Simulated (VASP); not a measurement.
# SnO2 (R-3m) in VASP: further runs

SnO2 is run at these levels: PBEsol; tasks: single point.

Everything below comes from runs of VASP 6.6.1. Logs are shortened: lines on timing, memory, paths and dates and some standing lists are left out, and cuts for length are marked.

## (1) The cell of the first run

Symmetry: R-3m, No. 166, trigonal system. Conventional cell: a = 3.043 Å, b = 3.043 Å, c = 16.263 Å, α = 90.00°, β = 90.00°, γ = 120.00°. Sn (site symmetry -3m) has 6 O at 2.10 Å within 2.8 Å. Within 2.9 Å of O (site symmetry 3m) lie 3 Sn at 2.10 Å and 3 O at 2.89 Å.

## (2) Single point, PBEsol

Contents of INCAR:

```
SYSTEM = SnO2
PREC     = Accurate       ! precision mode
ENCUT    = 520            ! plane-wave cutoff, eV
EDIFF    = 1E-7           ! SCF threshold, eV
ISMEAR   = 0              ! smearing method
SIGMA    = 0.05           ! smearing width, eV
LREAL    = .FALSE.        ! projectors in reciprocal space
LASPH    = .TRUE.         ! aspherical terms in the spheres
NELM     = 100            ! most SCF steps
ALGO     = Normal         ! electronic algorithm
ISIF     = 2              ! what is computed and relaxed
LWAVE    = .FALSE.        ! write WAVECAR
LCHARG   = .FALSE.        ! write CHGCAR
GGA      = PS             ! functional
NBANDS   = 20             ! bands
```

Contents of KPOINTS:

```
Automatic mesh
0
G
  12 12 12
  0 0 0
```

Contents of POSCAR:

```
SnO2
1.0
    1.5217428458      0.8785786417      5.4210366978
   -1.5217428458      0.8785786417      5.4210366978
    0.0000000000     -1.7571572834      5.4210366978
Sn O
1 2
Direct
    0.5000000000      0.5000000000      0.5000000000
    0.2371700000      0.2371700000      0.2371700000
    0.7628300000      0.7628300000      0.7628300000
```

Potentials or basis: VASP PAW PBE potentials, release 64 (Sn_d, O).

Run with:

```
$ cat potpaw_PBE.64/Sn_d/POTCAR potpaw_PBE.64/O/POTCAR > POTCAR
$ mpirun -np 1 vasp_std > vasp.out
```

OUTCAR:

```text
SYSTEM = SnO2
   PREC = Accurate
   ENCUT = 520
   EDIFF = 1E-7
   ISMEAR = 0
   LREAL = .FALSE.
   LASPH = .TRUE.
   NELM = 100
   ISIF = 2
   GGA = PS

 ion  position               nearest neighbor table
   1  0.500  0.500  0.500-   2 2.10   2 2.10   3 2.10   3 2.10   2 2.10   3 2.10
   2  0.237  0.237  0.237-   1 2.10   1 2.10   1 2.10
   3  0.763  0.763  0.763-   1 2.10   1 2.10   1 2.10

  LATTYP: Found a trigonal (rhomboedric) cell.
 ALAT       =     5.6987051685
 COS(alpha) =     0.8573866585

  Lattice vectors:

 A1 = (   1.5217428458,   0.8785786417,   5.4210366978)
 A2 = (  -1.5217428458,   0.8785786417,   5.4210366978)
 A3 = (   0.0000000000,  -1.7571572834,   5.4210366978)

Analysis of symmetry for initial positions (statically):
=====================================================================
 Subroutine PRICEL returns:
 Original cell was already a primitive cell.

 Routine SETGRP: Setting up the symmetry group for a
 trigonal (rhombohedral) supercell.

 Subroutine GETGRP returns: Found 12 space group operations
 (whereof 12 operations were pure point group operations)
 out of a pool of 12 trial point group operations.

The static configuration has the point symmetry D_3d.

Analysis of symmetry for dynamics (positions and initial velocities):
=====================================================================
 Subroutine PRICEL returns:
 Original cell was already a primitive cell.

 Routine SETGRP: Setting up the symmetry group for a
 trigonal (rhombohedral) supercell.

 Subroutine GETGRP returns: Found 12 space group operations
 (whereof 12 operations were pure point group operations)
 out of a pool of 12 trial point group operations.

The dynamic configuration has the point symmetry D_3d.

 Subroutine INISYM returns: Found 12 space group operations
 (whereof 12 operations are pure point group operations),
 and found     1 'primitive' translations

----------------------------------------------------------------------------------------

                                     Primitive cell

  volume of cell :      43.4866

  direct lattice vectors                    reciprocal lattice vectors
     1.521742846  0.878578642  5.421036698     0.328570626  0.189700340  0.061488854
    -1.521742846  0.878578642  5.421036698    -0.328570626  0.189700340  0.061488854
     0.000000000 -1.757157283  5.421036698     0.000000000 -0.379400679  0.061488854

  length of vectors
     5.698705168  5.698705168  5.698705169     0.384351082  0.384351082  0.384351082

  position of ions in fractional coordinates (direct lattice)
     0.500000000  0.500000000  0.500000000
     0.237170000  0.237170000  0.237170000
     0.762830000  0.762830000  0.762830000

  ion indices of the primitive-cell ions
   primitive index   ion index
                 1           1
                 2           2
                 3           3

----------------------------------------------------------------------------------------

 KPOINTS: Automatic mesh

Automatic generation of k-mesh.
 Grid dimensions read from file:
 generate k-points for:   12   12   12

 Generating k-lattice:

  Cartesian coordinates                     Fractional coordinates (reciprocal lattice)
     0.027380886  0.015808362  0.005124071     0.083333333 -0.000000000  0.000000000
    -0.027380886  0.015808362  0.005124071    -0.000000000  0.083333333  0.000000000
     0.000000000 -0.031616723  0.005124071     0.000000000  0.000000000  0.083333333

  Length of vectors
     0.032029257  0.032029257  0.032029257

  Shift w.r.t. Gamma in fractional coordinates (k-lattice)
     0.000000000  0.000000000  0.000000000

 Subroutine IBZKPT returns following result:
 ===========================================

 Found    189 irreducible k-points:

 Following reciprocal coordinates:
            Coordinates               Weight
  0.000000  0.000000  0.000000      1.000000
  0.083333  0.000000  0.000000      6.000000
  0.166667  0.000000  0.000000      6.000000
  0.250000  0.000000  0.000000      6.000000
  0.333333  0.000000  0.000000      6.000000
  0.416667  0.000000  0.000000      6.000000
[... 16 lines left out ...]
  0.500000  0.166667  0.000000     12.000000
 -0.416667  0.166667 -0.000000     12.000000
 [... further k-points ...]
   k-points           NKPTS =    189   k-points in BZ     NKDIM =    189   number of bands    NBANDS=     20
   number of dos      NEDOS =    301   number of ions     NIONS =      3
   total plane-waves  NPLWV =  74088
   dimension x,y,z NGX =    42 NGY =   42 NGZ =   42
   dimension x,y,z NGXF=    84 NGYF=   84 NGZF=   84
   ions per type =               1   2
   NGX,Y,Z   is equivalent  to a cutoff of  12.25, 12.25, 12.25 a.u.
   NGXF,Y,Z  is equivalent  to a cutoff of  24.50, 24.50, 24.50 a.u.
 SYSTEM =  SnO2
   PREC   = accura    normal or accurate (medium, high low for compatibility)
   ISTART =      0    job   : 0-new  1-cont  2-samecut
   ICHARG =      2    charge: 1-file 2-atom 10-const
   ISPIN  =      1    spin polarized calculation?
   LNONCOLLINEAR =      F non collinear calculations
   LSORBIT =      F    spin-orbit coupling
   LASPH  =      T    aspherical Exc in radial PAW
   ENCUT  =  520.0 eV  38.22 Ry    6.18 a.u.  10.60 10.60 10.60*2*pi/ulx,y,z
   NELM   =    100;   NELMIN=  2; NELMDL= -5     # of ELM steps
   EDIFF  = 0.1E-06   stopping-criterion for ELM
   LREAL  =      F    real-space projection
   EDIFFG = 0.1E-05   stopping-criterion for IOM
   NSW    =      0    number of steps for IOM
   IBRION =     -1    ionic relax: 0-MD 1-quasi-New 2-CG
   NFREE  =      0    steps in history (QN), initial steepest desc. (CG)
   ISIF   =      2    stress and relaxation
   ISYM   =      2    0-nonsym 1-usesym 2-fastsym
   POTIM  = 0.5000    time-step for ionic-motion
   TEBEG  =    0.0;   TEEND  =   0.0 temperature during run
   PSTRESS=    0.0 pullay stress
   NELECT =      26.0000    total number of electrons
   NUPDOWN=      -1.0000    fix difference up-down
   EMIN   =  10.00;   EMAX   =-10.00  energy-range for DOS
   EFERMI =   0.00;   METHOD = LEGACY
   ISMEAR =     0;   SIGMA  =   0.05  broadening in eV -4-tet -1-fermi 0-gaus
   EFERMI_NEDOS =   21; number of points for ismear=-14 and -15
   IALGO  =     38    algorithm
   IMIX   =      4    mixing-type and parameters
     AMIX     =   0.40;   BMIX     =  1.00
     AMIX_MAG =   1.60;   BMIX_MAG =  1.00
  volume/ion in A,a.u.               =      14.50        97.82
  Fermi-wavevector in a.u.,A,eV,Ry     =   1.379158  2.606231 25.879336  1.902078
  Thomas-Fermi vector in A             =   2.504154
   LORBIT       =      0    0 simple, 1 ext, 2 COOP (PROOUT), +10 PAW based schemes
   GGA     = PS    functional components
   LHFCALC =     F    Hartree Fock is set to
   AEXX    =    0.0000 exact exchange contribution
   IVDW    =     0    specifies the selected vdW correction
   LEPSILON=     F    determine dielectric tensor
   LRPA    =     F    only Hartree local field effects (RPA)
 non-spin polarized calculation
 Gauss-broadening in eV      SIGMA  =   0.05
  energy-cutoff  :      520.00
  volume of cell :       43.49
 maximum number of plane-waves:      1190
   NGX = 21   NGY = 21   NGZ = 21

 number of electron      25.9999998 magnetization

 Free energy of the ion-electron system (eV)
  ---------------------------------------------------
  ext. energy  EPLUGINS =         0.00000000
  ---------------------------------------------------
  free energy    TOTEN  =       -18.97950755 eV

  energy without entropy =      -18.97950755  energy(sigma->0) =      -18.97950755

 E-fermi :   2.9074     XC(G=0): -10.0232

 val. band max:        2.6345953205   @ k =  -0.1667   0.2500   0.0833
 cond. band min:       5.5102919030   @ k =   0.0000   0.0000   0.0000
 fundamental gap:      2.8756965825
 Fermi energy:         2.9073587472

 k-point     1 :       0.0000    0.0000    0.0000
  band No.  band energies     occupation
      1     -16.9860      2.00000
      2     -16.8632      2.00000
      3     -16.8632      2.00000
      4     -16.5188      2.00000
      5     -16.5188      2.00000
      6     -15.4095      2.00000
[... 12 lines left out ...]
     19      19.6865      0.00000
     20      20.2573      0.00000

 k-point     2 :       0.0833    0.0000    0.0000
  band No.  band energies     occupation
      1     -16.9625      2.00000
      2     -16.9091      2.00000
      3     -16.8371      2.00000
      4     -16.5680      2.00000
      5     -16.5232      2.00000
      6     -15.3510      2.00000
[... 12 lines left out ...]
     19      18.5580      0.00000
     20      20.5889      0.00000

 k-point     3 :       0.1667    0.0000    0.0000
  band No.  band energies     occupation
      1     -17.1397      2.00000
      2     -16.8215      2.00000
      3     -16.7667      2.00000
      4     -16.6440      2.00000
      5     -16.5332      2.00000
      6     -15.1649      2.00000
[... 12 lines left out ...]
     19      17.2199      0.00000
     20      21.0492      0.00000

 k-point     4 :       0.2500    0.0000    0.0000
  band No.  band energies     occupation
      1     -17.3991      2.00000
      2     -16.7503      2.00000
      3     -16.6800      2.00000
      4     -16.6423      2.00000
      5     -16.5353      2.00000
      6     -14.8485      2.00000
[... 12 lines left out ...]
     19      16.1516      0.00000
     20      20.3055      0.00000

 k-point     5 :       0.3333    0.0000    0.0000
  band No.  band energies     occupation
      1     -17.6301      2.00000
      2     -16.7849      2.00000
      3     -16.6341      2.00000
      4     -16.5406      2.00000
      5     -16.4942      2.00000
      6     -14.4511      2.00000
[... 12 lines left out ...]
     19      15.4355      0.00000
     20      18.7415      0.00000
[... 353 lines left out ...]
      6     -14.5680      2.00000
[... 12 lines left out ...]
     19      17.3614      0.00000
     20      19.2816      0.00000

 k-point    22 :       0.4167    0.1667    0.0000
  band No.  band energies     occupation
      1     -17.5566      2.00000
      2     -16.9008      2.00000
      3     -16.7294      2.00000
      4     -16.5885      2.00000
      5     -16.4458      2.00000
      6     -14.0838      2.00000
[... 12 lines left out ...]
     19      17.2668      0.00000
     20      18.0886      0.00000

 k-point    23 :       0.5000    0.1667    0.0000
  band No.  band energies     occupation
      1     -17.6596      2.00000
      2     -16.9096      2.00000
      3     -16.7522      2.00000
      4     -16.5403      2.00000
      5     -16.4358      2.00000
      6     -13.6445      2.00000
[... 12 lines left out ...]
     19      16.9516      0.00000
     20      17.4632      0.00000

 k-point    24 :      -0.4167    0.1667   -0.0000
  band No.  band energies     occupation
      1     -17.6965      2.00000
      2     -16.9130      2.00000
      3     -16.7624      2.00000
      4     -16.4997      2.00000
      5     -16.4521      2.00000
      6     -13.4579      2.00000
[... 12 lines left out ...]
     19      16.1224      0.00000
     20      17.6660      0.00000

 [... further k-points ...]

------------------------ aborting loop because EDIFF is reached ----------------------------------------

  FORCE on cell =-STRESS in cart. coord.  units (eV):
  Direction    XX          YY          ZZ          XY          YZ          ZX
  --------------------------------------------------------------------------------------
  -------------------------------------------------------------------------------------
  Total        3.6186444      3.6186444     -2.3911710     -0.0000000      0.0000000      0.0000000
  in kB      133.3217438    133.3217439    -88.0979323     -0.0000000      0.0000000      0.0000000
  external PRESSURE =      59.5151851 kB  Pullay stress =       0.0000000 kB

 VOLUME and BASIS-vectors are now :
 -----------------------------------------------------------------------------
  energy-cutoff  :      520.00
  volume of cell :       43.49
      direct lattice vectors                 reciprocal lattice vectors
     1.521742846  0.878578642  5.421036698     0.328570626  0.189700340  0.061488854
    -1.521742846  0.878578642  5.421036698    -0.328570626  0.189700340  0.061488854
     0.000000000 -1.757157283  5.421036698     0.000000000 -0.379400679  0.061488854

 POSITION                                       TOTAL-FORCE (eV/Angst)
 -----------------------------------------------------------------------------------
      0.00000      0.00000      8.13156         0.000000     -0.000000      0.000000
      0.00000      0.00000      3.85712         0.000000      0.000000     -0.999172
      0.00000      0.00000     12.40599         0.000000     -0.000000      0.999172
 -----------------------------------------------------------------------------------
    total drift:                                0.000000      0.000000     -0.000000

  FREE ENERGIE OF THE ION-ELECTRON SYSTEM (eV)
  ---------------------------------------------------
  free  energy   TOTEN  =       -18.9795075504 eV

  energy  without entropy=      -18.9795075504  energy(sigma->0) =      -18.97950755
```

It took 5.2 min on 1 thread of AMD EPYC 7R13 (Zen 3), shared host; peak memory 0.32 GiB.

Results:

| Property | Result |
| --- | --- |
| Free energy | -18.9795 eV |
| Pressure | 6.0 GPa |
| Largest force | 0.999 eV/Å |
| Band gap on the k mesh | 2.88 eV (least direct gap 3.09 eV) |

Forces in eV/Å, atoms in the order of the input:
```
Sn   0.000  0.000  0.000
O    0.000  0.000 -0.999
O    0.000  0.000  0.999
```

Stress tensor (GPa, compression positive):
```
13.33  0.00  0.00
 0.00 13.33  0.00
 0.00  0.00 -8.81
```

Caveat: the stress differs along the axes, from -9 to 13 GPa; the PAW data sets were made with another functional, which shifts forces and pressure a little; spin-orbit coupling is left out, which moves the levels of the heavy elements.

## (3) Single point, PBEsol

This run uses another cell than the first one, of the same volume but with other edges.

Contents of INCAR:

```
SYSTEM = SnO2
ALGO     = Normal         ! electronic algorithm
EDIFF    = 1E-7           ! SCF threshold, eV
ENCUT    = 520            ! plane-wave cutoff, eV
GGA      = PS             ! functional
ISIF     = 2              ! what is computed and relaxed
ISMEAR   = 0              ! smearing method
LASPH    = .True.         ! aspherical terms in the spheres
LCHARG   = .False.        ! write CHGCAR
LREAL    = .False.        ! projectors in reciprocal space
LWAVE    = .False.        ! write WAVECAR
NBANDS   = 20             ! bands
NELM     = 100            ! most SCF steps
PREC     = Accurate       ! precision mode
SIGMA    = 0.05           ! smearing width, eV
```

Contents of KPOINTS:

```
k-points
0
Gamma
  12 12 12
  0 0 0
```

Contents of POSCAR:

```
SnO2
1.0
    1.6626687780      0.9599422666      4.5410198619
   -1.6626687780      0.9599422666      4.5410198619
    0.0000000000     -1.9198845331      4.5410198619
Sn O
1 2
Direct
    0.5000000000      0.5000000000      0.5000000000
    0.2371700000      0.2371700000      0.2371700000
    0.7628300000      0.7628300000      0.7628300000
```

Potentials or basis: VASP PAW PBE potentials, release 64 (Sn_d, O).

Run with:

```
$ cat potpaw_PBE.64/Sn_d/POTCAR potpaw_PBE.64/O/POTCAR > POTCAR
$ mpirun -np 1 vasp_std > vasp.out
```

Run time: 4 min. Hardware: 1 thread of AMD EPYC 7R13 (Zen 3), shared host; peak memory 0.31 GiB.

The run converged. Its results:

```
Free energy            : -19.2113 eV
Pressure               : -9.3 GPa
Largest force          : 0.166 eV/Å
Band gap on the k mesh : 1.25 eV (least direct gap 1.32 eV)
```

Forces in eV/Å, atoms in the order of the input:
```
Sn   0.000  0.000  0.000
O    0.000  0.000 -0.166
O    0.000  0.000  0.166
```

Stress tensor (GPa, compression positive):
```
-12.42   0.00   0.00
  0.00 -12.42   0.00
  0.00   0.00  -2.93
```

Levels at points of the mesh, in eV from the valence-band top:
```
           k point  band 11  band 12  band 13  band 14  band 15  band 16
(0.00, 0.00, 0.00)    -1.18    -1.18    -0.08     1.25     5.26    10.12
(0.50, 0.00, 0.00)    -1.43    -0.73    -0.72     4.83     7.41     9.19
(0.50, 0.50, 0.00)    -0.93    -0.52    -0.05     4.52     6.41    10.23
(0.50, 0.50, 0.50)    -1.49    -1.11    -1.11     2.79     5.32    10.39
```

Caveat: the stress differs along the axes, from -12 to -3 GPa; the PAW data sets were made with another functional, which shifts forces and pressure a little; spin-orbit coupling is left out, which moves the levels of the heavy elements. A k mesh can miss the band edges.

## (4) Single point, PBEsol

This run uses another cell than the first one, of the same volume but with other edges.

Contents of INCAR:

```
SYSTEM = SnO2
ALGO = Normal ; EDIFF = 1E-6
ENCUT = 520 ; GGA = PS
ISIF = 2 ; ISMEAR = 0
LASPH = .TRUE. ; LCHARG = .TRUE.
LELF = .TRUE. ; LREAL = .FALSE.
LVHAR = .TRUE. ; LWAVE = .FALSE.
NBANDS = 20 ; NELM = 100
PREC = Accurate ; SIGMA = 0.05
```

Contents of KPOINTS:

```
k-points
0
G
  12 12 12
  0 0 0
```

Contents of POSCAR:

```
SnO2
1.0
    1.6392477882      0.9464201518      4.6717078071
   -1.6392477882      0.9464201518      4.6717078071
    0.0000000000     -1.8928403036      4.6717078071
Sn O
1 2
Direct
    0.5000000000      0.5000000000      0.5000000000
    0.2371700000      0.2371700000      0.2371700000
    0.7628300000      0.7628300000      0.7628300000
```

Run with:

```
$ cat potpaw_PBE.64/Sn_d/POTCAR potpaw_PBE.64/O/POTCAR > POTCAR
$ mpirun -np 1 vasp_std > vasp.out
```

Run time: 3.8 min. Hardware: 1 thread of AMD EPYC 7R13 (Zen 3), shared host; peak memory 0.31 GiB.

Results (log left out):

```yaml
Free_energy: -19.2702 eV
Pressure: -6.9 GPa
Largest_force: 0.250 eV/Å
Band_gap_on_the_k_mesh: 1.56 eV (least direct gap 1.66 eV)
```

Forces in eV/Å, atoms in the order of the input:
```
Sn   0.000  0.000  0.000
O    0.000  0.000 -0.250
O    0.000  0.000  0.250
```

Stress tensor (GPa, compression positive):
```
-8.80  0.00  0.00
 0.00 -8.80  0.00
 0.00  0.00 -3.14
```

Levels at points of the mesh, in eV from the valence-band top:
| k point | band 10 | band 11 | band 12 | band 13 | band 14 | band 15 | band 16 | band 17 |
| --- | --- | --- | --- | --- | --- | --- | --- | --- |
| (0.00, 0.00, 0.00) | -1.36 | -1.04 | -1.04 | -0.09 | 1.56 | 5.42 | 10.50 | 10.50 |
| (0.50, 0.00, 0.00) | -3.08 | -1.45 | -0.66 | -0.63 | 5.04 | 7.51 | 9.56 | 12.17 |
| (0.50, 0.50, 0.00) | -3.19 | -1.04 | -0.49 | -0.03 | 4.75 | 6.61 | 10.41 | 10.85 |
| (0.50, 0.50, 0.50) | -1.44 | -1.37 | -0.98 | -0.98 | 2.96 | 5.41 | 10.72 | 10.72 |

Caveat: the stress differs along the axes, from -9 to -3 GPa; the PAW data sets were made with another functional, which shifts forces and pressure a little; spin-orbit coupling is left out, which moves the levels of the heavy elements. A k mesh can miss the band edges.

(Part 1 of 2 ends here.)
